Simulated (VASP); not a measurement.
# As (Fm-3m) in VASP: notebook

The runs below take As through single point, with PBE.

Everything below comes from runs of VASP 6.6.1. Logs are shortened: lines on timing, memory, paths and dates and some standing lists are left out, and cuts for length are marked.

## (1) The cell of the first run

The structure is cubic, space group Fm-3m (No. 225). Conventional cell: a = 3.746 Å, b = 3.746 Å, c = 3.746 Å, α = 90.00°, β = 90.00°, γ = 90.00°. As (site symmetry m-3m) has 12 As at 2.65 Å within 3.5 Å.

## (2) Single point, PBE (volume scaled by 0.68)

INCAR reads:

```
SYSTEM = As
ALGO = Normal
EDIFF = 1E-6
ENCUT = 520
GGA = PE
ISIF = 2
ISMEAR = -1
LASPH = .TRUE.
LCHARG = .TRUE.
LELF = .TRUE.
LREAL = .FALSE.
LVHAR = .TRUE.
LWAVE = .FALSE.
NBANDS = 8
NELM = 60
PREC = Accurate
SIGMA = 0.05
```

KPOINTS reads:

```
k-points
0
G
  15 15 15
  0 0 0
```

POSCAR reads:

```
As
1.0
    0.0000000000      1.8731765560      1.8731765560
    1.8731765560      0.0000000000      1.8731765560
    1.8731765560      1.8731765560      0.0000000000
As
1
Direct
    0.0000000000      0.0000000000      0.0000000000
```

Potentials or basis: VASP PAW PBE potentials, release 64 (As).

Started as:

```sh
$ cat potpaw_PBE.64/As/POTCAR > POTCAR
$ mpirun -np 1 vasp_std > vasp.out
```

OUTCAR:

```text
SYSTEM = As
   EDIFF = 1E-6
   ENCUT = 520
   GGA = PE
   ISIF = 2
   ISMEAR = -1
   LASPH = .TRUE.
   LREAL = .FALSE.
   NELM = 60
   PREC = Accurate

 ion  position               nearest neighbor table
   1  0.000  0.000  0.000-

  LATTYP: Found a face centered cubic cell.
 ALAT       =     3.7463531120

  Lattice vectors:

 A1 = (   0.0000000000,   1.8731765560,   1.8731765560)
 A2 = (   1.8731765560,   0.0000000000,   1.8731765560)
 A3 = (   1.8731765560,   1.8731765560,   0.0000000000)

Analysis of symmetry for initial positions (statically):
=====================================================================
 Subroutine PRICEL returns:
 Original cell was already a primitive cell.

 Routine SETGRP: Setting up the symmetry group for a
 face centered cubic supercell.

 Subroutine GETGRP returns: Found 48 space group operations
 (whereof 48 operations were pure point group operations)
 out of a pool of 48 trial point group operations.

The static configuration has the point symmetry O_h .

Analysis of symmetry for dynamics (positions and initial velocities):
=====================================================================
 Subroutine PRICEL returns:
 Original cell was already a primitive cell.

 Routine SETGRP: Setting up the symmetry group for a
 face centered cubic supercell.

 Subroutine GETGRP returns: Found 48 space group operations
 (whereof 48 operations were pure point group operations)
 out of a pool of 48 trial point group operations.

The dynamic configuration has the point symmetry O_h .

 Subroutine INISYM returns: Found 48 space group operations
 (whereof 48 operations are pure point group operations),
 and found     1 'primitive' translations

----------------------------------------------------------------------------------------

                                     Primitive cell

  volume of cell :      13.1452

  direct lattice vectors                    reciprocal lattice vectors
     0.000000000  1.873176556  1.873176556    -0.266926253  0.266926253  0.266926253
     1.873176556  0.000000000  1.873176556     0.266926253 -0.266926253  0.266926253
     1.873176556  1.873176556  0.000000000     0.266926253  0.266926253 -0.266926253

  length of vectors
     2.649071690  2.649071690  2.649071690     0.462329833  0.462329833  0.462329833

  position of ions in fractional coordinates (direct lattice)
     0.000000000  0.000000000  0.000000000

  ion indices of the primitive-cell ions
   primitive index   ion index
                 1           1

----------------------------------------------------------------------------------------

 KPOINTS: k-points

Automatic generation of k-mesh.
 Grid dimensions read from file:
 generate k-points for:   15   15   15

 Generating k-lattice:

  Cartesian coordinates                     Fractional coordinates (reciprocal lattice)
    -0.017795084  0.017795084  0.017795084     0.066666667  0.000000000  0.000000000
     0.017795084 -0.017795084  0.017795084     0.000000000  0.066666667  0.000000000
     0.017795084  0.017795084 -0.017795084     0.000000000  0.000000000  0.066666667

  Length of vectors
     0.030821989  0.030821989  0.030821989

  Shift w.r.t. Gamma in fractional coordinates (k-lattice)
     0.000000000  0.000000000  0.000000000

 Subroutine IBZKPT returns following result:
 ===========================================

 Found    120 irreducible k-points:

 Following reciprocal coordinates:
            Coordinates               Weight
  0.000000  0.000000  0.000000      1.000000
  0.066667  0.000000  0.000000      8.000000
  0.133333  0.000000  0.000000      8.000000
  0.200000  0.000000  0.000000      8.000000
  0.266667  0.000000  0.000000      8.000000
  0.333333  0.000000  0.000000      8.000000
[... 16 lines left out ...]
  0.133333  0.133333  0.000000      6.000000
  0.200000  0.133333  0.000000     24.000000
 [... further k-points ...]
   k-points           NKPTS =    120   k-points in BZ     NKDIM =    120   number of bands    NBANDS=      8
   number of dos      NEDOS =    301   number of ions     NIONS =      1
   total plane-waves  NPLWV =   8000
   dimension x,y,z NGX =    20 NGY =   20 NGZ =   20
   dimension x,y,z NGXF=    40 NGYF=   40 NGZF=   40
   ions per type =               1
   NGX,Y,Z   is equivalent  to a cutoff of  12.55, 12.55, 12.55 a.u.
   NGXF,Y,Z  is equivalent  to a cutoff of  25.10, 25.10, 25.10 a.u.
 SYSTEM =  As
   PREC   = accura    normal or accurate (medium, high low for compatibility)
   ISTART =      0    job   : 0-new  1-cont  2-samecut
   ICHARG =      2    charge: 1-file 2-atom 10-const
   ISPIN  =      1    spin polarized calculation?
   LNONCOLLINEAR =      F non collinear calculations
   LSORBIT =      F    spin-orbit coupling
   LASPH  =      T    aspherical Exc in radial PAW
   ENCUT  =  520.0 eV  38.22 Ry    6.18 a.u.   4.93  4.93  4.93*2*pi/ulx,y,z
   NELM   =     60;   NELMIN=  2; NELMDL= -5     # of ELM steps
   EDIFF  = 0.1E-05   stopping-criterion for ELM
   LREAL  =      F    real-space projection
[... 7 lines left out ...]
   TEBEG  =    0.0;   TEEND  =   0.0 temperature during run
   PSTRESS=    0.0 pullay stress
   NELECT =       5.0000    total number of electrons
   NUPDOWN=      -1.0000    fix difference up-down
   EMIN   =  10.00;   EMAX   =-10.00  energy-range for DOS
   EFERMI =   0.00;   METHOD = LEGACY
   ISMEAR =    -1;   SIGMA  =   0.05  broadening in eV -4-tet -1-fermi 0-gaus
   EFERMI_NEDOS =   21; number of points for ismear=-14 and -15
   IALGO  =     38    algorithm
   IMIX   =      4    mixing-type and parameters
     AMIX     =   0.40;   BMIX     =  1.00
     AMIX_MAG =   1.60;   BMIX_MAG =  1.00
  volume/ion in A,a.u.               =      13.15        88.71
  Fermi-wavevector in a.u.,A,eV,Ry     =   1.186159  2.241515 19.143021  1.406972
  Thomas-Fermi vector in A             =   2.322337
   LORBIT       =      0    0 simple, 1 ext, 2 COOP (PROOUT), +10 PAW based schemes
   GGA     = PE    functional components
   LHFCALC =     F    Hartree Fock is set to
   AEXX    =    0.0000 exact exchange contribution
   IVDW    =     0    specifies the selected vdW correction
   LEPSILON=     F    determine dielectric tensor
   LRPA    =     F    only Hartree local field effects (RPA)
 non-spin polarized calculation
  energy-cutoff  :      520.00
  volume of cell :       13.15
 maximum number of plane-waves:       364
   NGX =  9   NGY =  9   NGZ =  9

 number of electron       5.0000001 magnetization

 Free energy of the ion-electron system (eV)
  ---------------------------------------------------
  ext. energy  EPLUGINS =         0.00000000
  ---------------------------------------------------
  free energy    TOTEN  =        -3.16086941 eV

  energy without entropy =       -3.15786954  energy(sigma->0) =       -3.15936948

 E-fermi :  11.5710     XC(G=0): -12.4841

 val. band max:       11.5182424231   @ k =   0.3333   0.2000   0.0667
 cond. band min:      11.6587117284   @ k =  -0.4667   0.4000   0.0667
 fundamental gap:      0.1404693053
 Fermi energy:        11.5709658196

 k-point     1 :       0.0000    0.0000    0.0000
  band No.  band energies     occupation
      1      -7.6980      2.00000
      2      20.8354      0.00000
      3      20.8354      0.00000
      4      20.8354      0.00000
      5      25.5000      0.00000
      6      25.5000      0.00000
      7      25.5000      0.00000
      8      27.3349      0.00000

 k-point     2 :       0.0667    0.0000    0.0000
  band No.  band energies     occupation
      1      -7.5550      2.00000
      2      19.2362      0.00000
      3      20.5471      0.00000
      4      20.5471      0.00000
      5      25.0180      0.00000
      6      25.9532      0.00000
      7      25.9532      0.00000
      8      29.2242      0.00000

 k-point     3 :       0.1333    0.0000    0.0000
  band No.  band energies     occupation
      1      -7.1261      2.00000
      2      16.1730      0.00000
      3      19.9290      0.00000
      4      19.9290      0.00000
      5      24.6271      0.00000
      6      26.9193      0.00000
      7      26.9193      0.00000
      8      30.6763      0.00000

 k-point     4 :       0.2000    0.0000    0.0000
  band No.  band energies     occupation
      1      -6.4114      2.00000
      2      12.9228      0.00000
      3      19.2865      0.00000
      4      19.2865      0.00000
      5      24.3461      0.00000
      6      27.1692      0.00000
      7      27.1692      0.00000
      8      30.4327      0.00000

 k-point     5 :       0.2667    0.0000    0.0000
  band No.  band energies     occupation
      1      -5.4127      2.00000
      2       9.7877      2.00000
      3      18.7491      0.00000
      4      18.7491      0.00000
      5      24.1908      0.00000
      6      26.2221      0.00000
      7      26.2221      0.00000
      8      29.1124      0.00000
[... 177 lines left out ...]
 k-point    22 :      -0.0667    0.0667    0.0000
  band No.  band energies     occupation
      1      -7.3167      2.00000
      2      18.1360      0.00000
      3      18.5614      0.00000
      4      20.9177      0.00000
      5      24.8920      0.00000
      6      25.8222      0.00000
      7      27.2747      0.00000
      8      30.3242      0.00000

 k-point    23 :       0.1333    0.1333    0.0000
  band No.  band energies     occupation
      1      -6.9354      2.00000
      2      17.8878      0.00000
      3      17.8878      0.00000
      4      18.7422      0.00000
      5      21.8108      0.00000
      6      26.1482      0.00000
      7      29.4062      0.00000
      8      29.4062      0.00000

 k-point    24 :       0.2000    0.1333    0.0000
  band No.  band energies     occupation
      1      -6.4111      2.00000
      2      15.3623      0.00000
      3      17.0479      0.00000
      4      18.4223      0.00000
      5      21.7828      0.00000
      6      24.5631      0.00000
      7      29.9568      0.00000
      8      30.5809      0.00000

 [... further k-points ...]
[... 5 lines left out ...]
  --------------------------------------------------------------------------------------
  -------------------------------------------------------------------------------------
  Total        5.8067335      5.8067335      5.8067335     -0.0000000     -0.0000000     -0.0000000
  in kB      707.7442402    707.7442402    707.7442402     -0.0000000     -0.0000000     -0.0000000
  external PRESSURE =     707.7442402 kB  Pullay stress =       0.0000000 kB

 VOLUME and BASIS-vectors are now :
 -----------------------------------------------------------------------------
  energy-cutoff  :      520.00
  volume of cell :       13.15
      direct lattice vectors                 reciprocal lattice vectors
     0.000000000  1.873176556  1.873176556    -0.266926253  0.266926253  0.266926253
     1.873176556  0.000000000  1.873176556     0.266926253 -0.266926253  0.266926253
     1.873176556  1.873176556  0.000000000     0.266926253  0.266926253 -0.266926253

 POSITION                                       TOTAL-FORCE (eV/Angst)
 -----------------------------------------------------------------------------------
      0.00000      0.00000      0.00000         0.000000     -0.000000     -0.000000
 -----------------------------------------------------------------------------------
    total drift:                                0.000000      0.000000     -0.000000

  FREE ENERGIE OF THE ION-ELECTRON SYSTEM (eV)
  ---------------------------------------------------
  free  energy   TOTEN  =        -3.1608694111 eV

  energy  without entropy=       -3.1578695390  energy(sigma->0) =       -3.15936948
```

Run time: 7.3 s. Hardware: 1 thread of Intel Xeon Platinum 8259CL at 2.50GHz (Skylake/Cascade Lake), shared host; peak memory 0.13 GiB.

What came out:

```yaml
Free_energy: -3.1609 eV
Pressure: 70.8 GPa
```

Levels at points of the mesh, in eV from the Fermi level:
| k point | band 1 | band 2 | band 3 | band 4 | band 5 | band 6 | band 7 |
| --- | --- | --- | --- | --- | --- | --- | --- |
| (0.00, 0.00, 0.00) | -19.27 | 9.26 | 9.26 | 9.26 | 13.93 | 13.93 | 13.93 |

## (3) Single point, PBE (volume scaled by 0.68)

INCAR reads:

```
ALGO = Normal
EDIFF = 1E-6
ENCUT = 520
GGA = PE
ISIF = 2
ISMEAR = -1
LASPH = True
LCHARG = True
LELF = True
LREAL = False
LVHAR = True
LWAVE = False
NBANDS = 8
NELM = 60
PREC = Accurate
SIGMA = 0.05
```

KPOINTS reads:

```
k-points
0
Gamma
  15 15 15
```

POSCAR is that of step 2.

Potentials or basis: VASP PAW PBE potentials, release 64 (As).

Started as:

```sh
$ cat potpaw_PBE.64/As/POTCAR > POTCAR
$ mpirun -np 1 vasp_std > vasp.out
```

Run time: 7.4 s. Hardware: 1 thread of Intel Xeon Platinum 8259CL at 2.50GHz (Skylake/Cascade Lake), shared host; peak memory 0.12 GiB.

Results (log left out):

```yaml
Free_energy: -3.1609 eV
Pressure: 70.8 GPa
```

Levels at points of the mesh, in eV from the Fermi level:
```tsv
k point	band 1	band 2	band 3	band 4	band 5	band 6	band 7
(0.00, 0.00, 0.00)	-19.27	9.26	9.26	9.26	13.93	13.93	13.93
```

## (4) Single point, PBE (volume scaled by 0.78)

INCAR reads:

```
ALGO = Normal
EDIFF = 1E-6
ENCUT = 520
GGA = PE
ISIF = 2
ISMEAR = -1
LASPH = True
LCHARG = False
LREAL = False
LWAVE = False
NBANDS = 8
NELM = 80
PREC = Accurate
SIGMA = 0.05
```

KPOINTS is that of step 3.

POSCAR reads:

```
As
1.0
    0.0000000000      1.9608330137      1.9608330137
    1.9608330137      0.0000000000      1.9608330137
    1.9608330137      1.9608330137      0.0000000000
As
1
Direct
    0.0000000000      0.0000000000      0.0000000000
```

Potentials or basis: VASP PAW PBE potentials, release 64 (As).

Started as:

```sh
$ cat potpaw_PBE.64/As/POTCAR > POTCAR
$ mpirun -np 1 vasp_std > vasp.out
```

OUTCAR:

```text
EDIFF = 1E-6
   ENCUT = 520
   GGA = PE
   ISIF = 2
   ISMEAR = -1
   LASPH = True
   LREAL = False
   NELM = 80
   PREC = Accurate

 ion  position               nearest neighbor table
   1  0.000  0.000  0.000-

  LATTYP: Found a face centered cubic cell.
 ALAT       =     3.9216660274

  Lattice vectors:

 A1 = (   0.0000000000,   1.9608330137,   1.9608330137)
 A2 = (   1.9608330137,   0.0000000000,   1.9608330137)
 A3 = (   1.9608330137,   1.9608330137,   0.0000000000)

Analysis of symmetry for initial positions (statically):
[... 435 lines left out ...]
      3      14.3284      0.00000
      4      15.2044      0.00000
      5      19.4312      0.00000
      6      22.0808      0.00000
      7      26.4815      0.00000
      8      26.9965      0.00000

 [... further k-points ...]
[... 5 lines left out ...]
  --------------------------------------------------------------------------------------
  -------------------------------------------------------------------------------------
  Total        3.2062363      3.2062363      3.2062363      0.0000000     -0.0000000      0.0000000
  in kB      340.6859932    340.6859932    340.6859932      0.0000000     -0.0000000      0.0000000
  external PRESSURE =     340.6859932 kB  Pullay stress =       0.0000000 kB

 VOLUME and BASIS-vectors are now :
 -----------------------------------------------------------------------------
  energy-cutoff  :      520.00
  volume of cell :       15.08
      direct lattice vectors                 reciprocal lattice vectors
     0.000000000  1.960833014  1.960833014    -0.254993667  0.254993667  0.254993667
     1.960833014  0.000000000  1.960833014     0.254993667 -0.254993667  0.254993667
     1.960833014  1.960833014  0.000000000     0.254993667  0.254993667 -0.254993667

 POSITION                                       TOTAL-FORCE (eV/Angst)
 -----------------------------------------------------------------------------------
      0.00000      0.00000      0.00000         0.000000      0.000000      0.000000
 -----------------------------------------------------------------------------------
    total drift:                               -0.000000     -0.000000     -0.000000

  FREE ENERGIE OF THE ION-ELECTRON SYSTEM (eV)
  ---------------------------------------------------
  free  energy   TOTEN  =        -3.7711802432 eV

  energy  without entropy=       -3.7666154719  energy(sigma->0) =       -3.76889786
```

OSZICAR:

```text
N       E                     dE             d eps       ncg     rms          rms(c)
DAV:   1     0.238506560864E+01    0.23851E+01   -0.22315E+03  1936   0.486E+02
DAV:   2    -0.373625321556E+01   -0.61213E+01   -0.58546E+01  2696   0.499E+01
DAV:   3    -0.377982158421E+01   -0.43568E-01   -0.43449E-01  2264   0.451E+00
DAV:   4    -0.377983679682E+01   -0.15213E-04   -0.15213E-04  2928   0.951E-02
DAV:   5    -0.377983679927E+01   -0.24523E-08   -0.22807E-08  2256   0.740E-04    0.302E+00
DAV:   6    -0.377430592634E+01    0.55309E-02   -0.60508E-04  2400   0.145E-01    0.179E+00
DAV:   7    -0.377117705619E+01    0.31289E-02   -0.14309E-03  2168   0.221E-01    0.322E-02
DAV:   8    -0.377118060734E+01   -0.35511E-05   -0.16558E-05  2848   0.372E-02    0.904E-03
DAV:   9    -0.377118024319E+01    0.36415E-06   -0.39880E-07  2008   0.525E-03
   1 F= -.37711802E+01 E0= -.37688979E+01  d E =-.456477E-02
```

Wall time 7.2 s (1 thread of Intel Xeon Platinum 8259CL at 2.50GHz (Skylake/Cascade Lake), shared host); peak memory 0.14 GiB.

What came out:

| Item | Value |
| --- | --- |
| Free energy | -3.7712 eV |
| Pressure | 34.1 GPa |

(Continued in part 2 of 2.)
